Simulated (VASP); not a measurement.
# TiAl in VASP: further runs

TiAl is run at these levels: PBE; tasks: single point.

Everything below comes from runs of VASP 6.6.1. Logs are shortened: lines on timing, memory, paths and dates and some standing lists are left out, and cuts for length are marked.

## (1) The cell of the first run

It takes space group P3m1 (No. 156, trigonal). The conventional cell has a = 2.953 Å, b = 2.953 Å, c = 4.765 Å, α = 90.00°, β = 90.00°, γ = 120.00°. Within 3.8 Å of Ti (site symmetry 3m) lie 6 Al at 2.85 to 3.01 Å and 6 Ti at 2.95 Å. Within 3.8 Å of Al (site symmetry 3m) lie 6 Ti at 2.85 to 3.01 Å and 6 Al at 2.95 Å.

## (2) Single point, PBE (atoms displaced along a vibrational mode, the cell strained)

INCAR

```
PREC = Accurate
ENCUT = 520
EDIFF = 1E-6
ISMEAR = 0
SIGMA = 0.15
LREAL = False
LASPH = True
NELM = 60
ALGO = Fast
ISIF = 2
LWAVE = False
LCHARG = False
GGA = PE
NBANDS = 14
```

KPOINTS

```
regular mesh
0
Gamma
  18 18 10
```

POSCAR

```
TiAl
1.0
    2.9531395050      0.0000000000      0.0000000000
   -1.4765697525      2.5574938323      0.0000000000
    0.0000000000      0.0000000000      4.7647975422
Ti Al
1 1
Direct
    0.0000000000      0.0000000000      0.0075179876
    0.3333333333      0.6666666667      0.4866626023
```

Potentials or basis: VASP PAW PBE potentials, release 64 (Ti_sv, Al).

Command:

```console
$ cat potpaw_PBE.64/Ti_sv/POTCAR potpaw_PBE.64/Al/POTCAR > POTCAR
$ mpirun -np 1 vasp_std > vasp.out
```

OUTCAR:

```text
PREC = Accurate
   ENCUT = 520
   EDIFF = 1E-6
   ISMEAR = 0
   LREAL = False
   LASPH = True
   NELM = 60
   ISIF = 2
   GGA = PE

 ion  position               nearest neighbor table
   1  0.000  0.000  0.008-   2 2.85   2 2.85   2 2.85   2 3.01   2 3.01   2 3.01
   2  0.333  0.667  0.487-   1 2.85   1 2.85   1 2.85   1 3.01   1 3.01   1 3.01

  LATTYP: Found a hexagonal cell.
 ALAT       =     2.9531395050
 C/A-ratio  =     1.6134684915

  Lattice vectors:

 A1 = (   2.9531395050,   0.0000000000,   0.0000000000)
 A2 = (  -1.4765697525,   2.5574938323,   0.0000000000)
 A3 = (   0.0000000000,   0.0000000000,   4.7647975422)

Analysis of symmetry for initial positions (statically):
=====================================================================
 Subroutine PRICEL returns:
 Original cell was already a primitive cell.

 Routine SETGRP: Setting up the symmetry group for a
 hexagonal supercell.

 Subroutine GETGRP returns: Found  6 space group operations
 (whereof  6 operations were pure point group operations)
 out of a pool of 24 trial point group operations.

The static configuration has the point symmetry C_3v.

Analysis of symmetry for dynamics (positions and initial velocities):
=====================================================================
 Subroutine PRICEL returns:
 Original cell was already a primitive cell.

 Routine SETGRP: Setting up the symmetry group for a
 hexagonal supercell.

 Subroutine GETGRP returns: Found  6 space group operations
 (whereof  6 operations were pure point group operations)
 out of a pool of 24 trial point group operations.

The dynamic configuration has the point symmetry C_3v.

 Subroutine INISYM returns: Found  6 space group operations
 (whereof  6 operations are pure point group operations),
 and found     1 'primitive' translations

----------------------------------------------------------------------------------------

                                     Primitive cell

  volume of cell :      35.9868

  direct lattice vectors                    reciprocal lattice vectors
     2.953139505  0.000000000  0.000000000     0.338622675  0.195503893  0.000000000
    -1.476569753  2.557493832  0.000000000     0.000000000  0.391007786  0.000000000
     0.000000000  0.000000000  4.764797542     0.000000000  0.000000000  0.209872506

  length of vectors
     2.953139505  2.953139505  4.764797542     0.391007786  0.391007786  0.209872506

  position of ions in fractional coordinates (direct lattice)
     0.000000000  0.000000000  0.007517988
     0.333333333  0.666666667  0.486662602

  ion indices of the primitive-cell ions
   primitive index   ion index
                 1           1
                 2           2

----------------------------------------------------------------------------------------

 KPOINTS: regular mesh

Automatic generation of k-mesh.
 Grid dimensions read from file:
 generate k-points for:   18   18   10

 Generating k-lattice:

  Cartesian coordinates                     Fractional coordinates (reciprocal lattice)
     0.018812371  0.010861327  0.000000000     0.055555556 -0.000000000  0.000000000
     0.000000000  0.021722655  0.000000000     0.000000000  0.055555556  0.000000000
     0.000000000  0.000000000  0.020987251     0.000000000  0.000000000  0.100000000

  Length of vectors
     0.021722655  0.021722655  0.020987251

  Shift w.r.t. Gamma in fractional coordinates (k-lattice)
     0.000000000  0.000000000  0.000000000

 Subroutine IBZKPT returns following result:
 ===========================================

 Found    330 irreducible k-points:

 Following reciprocal coordinates:
            Coordinates               Weight
  0.000000  0.000000  0.000000      1.000000
  0.055556 -0.000000  0.000000      6.000000
  0.111111 -0.000000  0.000000      6.000000
  0.166667 -0.000000  0.000000      6.000000
  0.222222 -0.000000  0.000000      6.000000
  0.277778 -0.000000  0.000000      6.000000
[... 16 lines left out ...]
  0.333333  0.111111  0.000000     12.000000
  0.388889  0.111111  0.000000     12.000000
 [... further k-points ...]
   k-points           NKPTS =    330   k-points in BZ     NKDIM =    330   number of bands    NBANDS=     14
   number of dos      NEDOS =    301   number of ions     NIONS =      2
   total plane-waves  NPLWV =  20736
   dimension x,y,z NGX =    24 NGY =   24 NGZ =   36
   dimension x,y,z NGXF=    48 NGYF=   48 NGZF=   72
   ions per type =               1   1
   NGX,Y,Z   is equivalent  to a cutoff of  13.51, 13.51, 12.56 a.u.
   NGXF,Y,Z  is equivalent  to a cutoff of  27.02, 27.02, 25.12 a.u.
 SYSTEM =  unknown system
   PREC   = accura    normal or accurate (medium, high low for compatibility)
   ISTART =      0    job   : 0-new  1-cont  2-samecut
   ICHARG =      2    charge: 1-file 2-atom 10-const
   ISPIN  =      1    spin polarized calculation?
   LNONCOLLINEAR =      F non collinear calculations
   LSORBIT =      F    spin-orbit coupling
   LASPH  =      T    aspherical Exc in radial PAW
   ENCUT  =  520.0 eV  38.22 Ry    6.18 a.u.   5.49  5.49  8.86*2*pi/ulx,y,z
   NELM   =     60;   NELMIN=  2; NELMDL= -5     # of ELM steps
   EDIFF  = 0.1E-05   stopping-criterion for ELM
   LREAL  =      F    real-space projection
   EDIFFG = 0.1E-04   stopping-criterion for IOM
   NSW    =      0    number of steps for IOM
   IBRION =     -1    ionic relax: 0-MD 1-quasi-New 2-CG
   NFREE  =      0    steps in history (QN), initial steepest desc. (CG)
   ISIF   =      2    stress and relaxation
   ISYM   =      2    0-nonsym 1-usesym 2-fastsym
   POTIM  = 0.5000    time-step for ionic-motion
   TEBEG  =    0.0;   TEEND  =   0.0 temperature during run
   PSTRESS=    0.0 pullay stress
   NELECT =      15.0000    total number of electrons
   NUPDOWN=      -1.0000    fix difference up-down
   EMIN   =  10.00;   EMAX   =-10.00  energy-range for DOS
   EFERMI =   0.00;   METHOD = LEGACY
   ISMEAR =     0;   SIGMA  =   0.15  broadening in eV -4-tet -1-fermi 0-gaus
   EFERMI_NEDOS =   21; number of points for ismear=-14 and -15
   IALGO  =     68    algorithm
   IMIX   =      4    mixing-type and parameters
     AMIX     =   0.40;   BMIX     =  1.00
     AMIX_MAG =   1.60;   BMIX_MAG =  1.00
  volume/ion in A,a.u.               =      17.99       121.43
  Fermi-wavevector in a.u.,A,eV,Ry     =   1.222900  2.310946 20.347298  1.495484
  Thomas-Fermi vector in A             =   2.358030
   LORBIT       =      0    0 simple, 1 ext, 2 COOP (PROOUT), +10 PAW based schemes
   GGA     = PE    functional components
   LHFCALC =     F    Hartree Fock is set to
   AEXX    =    0.0000 exact exchange contribution
   IVDW    =     0    specifies the selected vdW correction
   LEPSILON=     F    determine dielectric tensor
   LRPA    =     F    only Hartree local field effects (RPA)
 non-spin polarized calculation
 RMM-DIIS sequential band-by-band and
 Gauss-broadening in eV      SIGMA  =   0.15
  energy-cutoff  :      520.00
  volume of cell :       35.99
 maximum number of plane-waves:       996
 NGX is ok and might be reduce to    24
   NGX = 11   NGY = 11   NGZ = 17

 number of electron      15.0000002 magnetization

 Free energy of the ion-electron system (eV)
  ---------------------------------------------------
  ext. energy  EPLUGINS =         0.00000000
  ---------------------------------------------------
  free energy    TOTEN  =       -12.01324059 eV

  energy without entropy =      -11.98254087  energy(sigma->0) =      -11.99789073

 E-fermi :   7.0928     XC(G=0): -10.6069

 val. band max:        7.0910835397   @ k =   0.0000   0.3333   0.2000
 cond. band min:       7.0931303686   @ k =   0.2222   0.1111   0.4000
 fundamental gap:      0.0020468289
 Fermi energy:         7.0927569949

 k-point     1 :       0.0000    0.0000    0.0000
  band No.  band energies     occupation
      1     -49.6142      2.00000
      2     -25.9186      2.00000
      3     -25.5859      2.00000
      4     -25.5859      2.00000
      5      -1.4477      2.00000
      6       4.9029      2.00000
      7       5.4232      2.00000
      8       8.2567      0.00000
      9       8.2567      0.00000
     10       9.5674      0.00000
     11       9.5674      0.00000
     12      10.7238      0.00000
     13      19.1884      0.00000
     14      19.1884      0.00000

 k-point     2 :       0.0556   -0.0000    0.0000
  band No.  band energies     occupation
      1     -49.6122      2.00000
      2     -25.9165      2.00000
      3     -25.5992      2.00000
      4     -25.5889      2.00000
      5      -1.3755      2.00000
      6       4.9781      2.00000
      7       5.4360      2.00000
      8       8.1908      0.00000
      9       8.3122      0.00000
     10       9.5487      0.00000
     11       9.5866      0.00000
     12      10.7391      0.00000
     13      17.9510      0.00000
     14      18.4449      0.00000

 k-point     3 :       0.1111   -0.0000    0.0000
  band No.  band energies     occupation
      1     -49.6065      2.00000
      2     -25.9107      2.00000
      3     -25.6374      2.00000
      4     -25.5977      2.00000
      5      -1.1600      2.00000
      6       5.1902      2.00000
      7       5.4775      2.00000
      8       8.0090      0.00000
      9       8.4755      0.00000
     10       9.4955      0.00000
     11       9.6465      0.00000
     12      10.7823      0.00000
     13      16.2124      0.00000
     14      17.5582      0.00000
[... 324 lines left out ...]
 k-point    23 :       0.3333    0.1111    0.0000
  band No.  band energies     occupation
      1     -49.5536      2.00000
      2     -25.9571      2.00000
      3     -25.8564      2.00000
      4     -25.7036      2.00000
      5       2.0961      2.00000
      6       5.7531      2.00000
      7       5.9937      2.00000
      8       6.6524      1.99997
      9       8.6515      0.00000
     10       9.6723      0.00000
     11      10.7520      0.00000
     12      11.1626      0.00000
     13      12.0245      0.00000
     14      12.8892      0.00000

 k-point    24 :       0.3889    0.1111    0.0000
  band No.  band energies     occupation
      1     -49.5482      2.00000
      2     -25.9886      2.00000
      3     -25.8509      2.00000
      4     -25.7146      2.00000
      5       3.0198      2.00000
      6       5.1226      2.00000
      7       5.8928      2.00000
      8       6.4205      2.00000
      9       8.5469      0.00000
     10       9.8844      0.00000
     11      10.7243      0.00000
     12      11.5016      0.00000
     13      12.2445      0.00000
     14      12.9621      0.00000

 [... further k-points ...]

------------------------ aborting loop because EDIFF is reached ----------------------------------------

  FORCE on cell =-STRESS in cart. coord.  units (eV):
  Direction    XX          YY          ZZ          XY          YZ          ZX
  --------------------------------------------------------------------------------------
  -------------------------------------------------------------------------------------
  Total       -1.4222537     -1.4222537     -1.5892652      0.0000000     -0.0000000     -0.0000000
  in kB      -63.3205462    -63.3205462    -70.7561078      0.0000000     -0.0000000     -0.0000000
  external PRESSURE =     -65.7990667 kB  Pullay stress =       0.0000000 kB

 VOLUME and BASIS-vectors are now :
 -----------------------------------------------------------------------------
  energy-cutoff  :      520.00
  volume of cell :       35.99
      direct lattice vectors                 reciprocal lattice vectors
     2.953139505  0.000000000  0.000000000     0.338622675  0.195503893  0.000000000
    -1.476569753  2.557493832  0.000000000     0.000000000  0.391007786  0.000000000
     0.000000000  0.000000000  4.764797542     0.000000000  0.000000000  0.209872506

 POSITION                                       TOTAL-FORCE (eV/Angst)
 -----------------------------------------------------------------------------------
      0.00000      0.00000      0.03582        -0.000000     -0.000000     -0.544114
     -0.00000      1.70500      2.31885         0.000000      0.000000      0.544114
 -----------------------------------------------------------------------------------
    total drift:                                0.000000     -0.000000      0.001489

  FREE ENERGIE OF THE ION-ELECTRON SYSTEM (eV)
  ---------------------------------------------------
  free  energy   TOTEN  =       -12.0132405931 eV

  energy  without entropy=      -11.9825408665  energy(sigma->0) =      -11.99789073
```

Run time: 4.2 min. Hardware: 1 thread of Intel Xeon 6975P-C, shared host; peak memory 0.29 GiB.

Results:

| Property | Result |
| --- | --- |
| Free energy | -12.0132 eV |
| Pressure | -6.6 GPa |
| Largest force | 0.544 eV/Å |
| Band gap on the k mesh | zero (an odd number of electrons rules out a gap without spin polarisation) |

Forces on the atoms (eV/Å):
```
Ti   0.000  0.000 -0.544
Al   0.000  0.000  0.544
```

Stress tensor (GPa, compression positive):
```
-6.33  0.00  0.00
 0.00 -6.33  0.00
 0.00  0.00 -7.08
```

Caveat: the cell differs from its parent crystal (atoms displaced along a vibrational mode, the cell strained); the cell stands under tension.

## (3) Single point, PBE

This run uses another cell than the first one, of 17.56 Å³/atom.

INCAR

```
SYSTEM = TiAl
PREC     = Accurate       ! precision mode
ENCUT    = 520            ! plane-wave cutoff, eV
EDIFF    = 1E-6           ! SCF threshold, eV
ISMEAR   = 0              ! smearing method
SIGMA    = 0.15           ! smearing width, eV
LREAL    = .False.        ! projectors in reciprocal space
LASPH    = .True.         ! aspherical terms in the spheres
NELM     = 80             ! most SCF steps
ALGO     = Normal         ! electronic algorithm
ISIF     = 2              ! what is computed and relaxed
LWAVE    = .False.        ! write WAVECAR
LCHARG   = .False.        ! write CHGCAR
GGA      = PE             ! functional
NBANDS   = 14             ! bands
```

KPOINTS

```
Automatic mesh
0
Gamma
  18 18 10
  0 0 0
```

POSCAR

```
TiAl
1.0
    2.9292262778      0.0000000000      0.0000000000
   -1.4646131389      2.5367843700      0.0000000000
    0.0000000000      0.0000000000      4.7262143036
Ti Al
1 1
Direct
    0.0000000000      0.0000000000      0.0000000000
    0.3333333333      0.6666666667      0.5000000000
```

Potentials or basis: VASP PAW PBE potentials, release 64 (Ti_sv, Al).

Command:

```console
$ cat potpaw_PBE.64/Ti_sv/POTCAR potpaw_PBE.64/Al/POTCAR > POTCAR
$ mpirun -np 1 vasp_std > vasp.out
```

It took 72 s on 1 thread of Intel Xeon 6975P-C, shared host; peak memory 0.24 GiB.

It converged, with:

* Free energy: -12.0717 eV
* Pressure: -4.8 GPa
* Band gap on the k mesh: zero (an odd number of electrons rules out a gap without spin polarisation)

Stress tensor (GPa, compression positive):
```
-4.53  0.00  0.00
 0.00 -4.53  0.00
 0.00  0.00 -5.39
```

Levels at points of the mesh, in eV from the Fermi level:
```tsv
k point	band 4	band 5	band 6	band 7	band 8	band 9	band 10	band 11
(0.00, 0.00, 0.00)	-32.61	-8.66	-2.19	-1.72	1.20	1.20	2.56	2.56
(0.50, 0.00, 0.00)	-32.72	-3.59	-2.83	-1.40	-0.88	1.95	3.64	3.79
(0.00, 0.00, 0.50)	-32.61	-7.79	-5.12	-0.34	1.21	1.21	2.48	2.48
(0.50, 0.00, 0.50)	-32.72	-3.53	-2.34	-1.72	0.43	0.93	1.75	2.81
```

Caveat: the cell stands under tension.

## (4) Single point, PBE

INCAR

```
SYSTEM = TiAl
PREC = Accurate ; ENCUT = 520
EDIFF = 1E-7 ; ISMEAR = 0
SIGMA = 0.15 ; LREAL = .FALSE.
LASPH = .TRUE. ; NELM = 60
ALGO = Normal ; ISIF = 2
LWAVE = .FALSE. ; LCHARG = .TRUE.
GGA = PE ; LELF = .TRUE.
LVHAR = .TRUE. ; NBANDS = 14
```

KPOINTS

```
regular mesh
0
G
  18 18 10
  0 0 0
```

POSCAR

```
TiAl
1.0
    2.9531395050      0.0000000000      0.0000000000
   -1.4765697525      2.5574938323      0.0000000000
    0.0000000000      0.0000000000      4.7647975422
Ti Al
1 1
Direct
    0.0000000000      0.0000000000      0.0000000000
    0.3333333333      0.6666666667      0.5000000000
```

Command:

```console
$ cat potpaw_PBE.64/Ti_sv/POTCAR potpaw_PBE.64/Al/POTCAR > POTCAR
$ mpirun -np 1 vasp_std > vasp.out
```

Wall time 63 s (1 thread of Intel Xeon 6975P-C, shared host); peak memory 0.25 GiB.

It converged, with:

```yaml
Free_energy: -12.0402 eV
Pressure: -6.8 GPa
Band_gap_on_the_k_mesh: zero (an odd number of electrons rules out a gap without spin polarisation)
```

Stress tensor (GPa, compression positive):
```
-6.44  0.00  0.00
 0.00 -6.44  0.00
 0.00  0.00 -7.60
```

Levels at points of the mesh, in eV from the Fermi level:
```tsv
k point	band 5	band 6	band 7	band 8	band 9	band 10	band 11	band 12
(0.00, 0.00, 0.00)	-8.54	-2.17	-1.70	1.17	1.17	2.48	2.48	3.63
(0.50, 0.00, 0.00)	-3.54	-2.81	-1.35	-0.85	1.90	3.52	3.67	3.99
(0.00, 0.00, 0.50)	-7.70	-5.07	-0.33	1.18	1.18	2.41	2.41	6.67
(0.50, 0.00, 0.50)	-3.47	-2.32	-1.68	0.39	0.91	1.71	2.71	3.52
```

Caveat: the cell stands under tension.

## (5) Overview

| cell | gap on the mesh (eV) | pressure (GPa) |
| --- | --- | --- |
| a = 2.953, b = 2.953, c = 4.765 Å, angles 90.0, 90.0, 120.0°, 2 atoms, atomic positions A | none | -6.6 |
| a = 2.929, b = 2.929, c = 4.726 Å, angles 90.0, 90.0, 120.0°, 2 atoms, atomic positions B | none | -4.8 |
| a = 2.953, b = 2.953, c = 4.765 Å, angles 90.0, 90.0, 120.0°, 2 atoms, atomic positions B | none | -6.8 |

Alike in all rows: task single point; level PBE; potentials or basis VASP PAW PBE potentials, release 64 (Ti_sv, Al); no spin polarisation; k mesh 18 × 18 × 10; cutoff (eV) 520; smearing gaussian 0.15 eV.

Caveats: the cell stands under tension.

Absolute energies hang on the potentials; compare differences alone.
